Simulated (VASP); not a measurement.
Here is a VASP 6.6.1 calculation.

File INCAR:

```
ALGO = Normal
EDIFF = 1E-6
ENCUT = 520
GGA = PS
ISIF = 2
ISMEAR = 0
LASPH = True
LCHARG = False
LREAL = False
LWAVE = False
NBANDS = 11
NELM = 80
PREC = Accurate
SIGMA = 0.05
```

File KPOINTS:

```
k-points
0
Gamma
  13 13 13
```

File POSCAR:

```
BN
1.0
    0.0000000000      3.4953158300      2.1660912400
    1.2516321000      0.0000000000      2.1660912400
    1.2516321000      3.4953158300      0.0000000000
N B
1 1
Direct
    0.6666513400      0.6666513400      0.3333486600
    0.0000486500      0.0000486500      0.9999513500
```

Potentials or basis: VASP PAW PBE potentials, release 64 (N, B).

Command:

```sh
$ cat potpaw_PBE.64/N/POTCAR potpaw_PBE.64/B/POTCAR > POTCAR
$ mpirun -np 1 vasp_std > vasp.out
```

Question: Estimate the band gap on the k mesh.

Answer: 3.79 eV, indirect (least direct gap 4.59 eV).

Question: What does it give for the largest force?

Answer: 0.010 eV/Å.

Forces in eV/Å, atoms in the order of the input:
```
N    0.000  0.000 -0.010
B    0.000  0.000  0.010
```

Caveat: the PAW data sets were made with another functional, which shifts forces and pressure a little. A k mesh can miss the band edges.
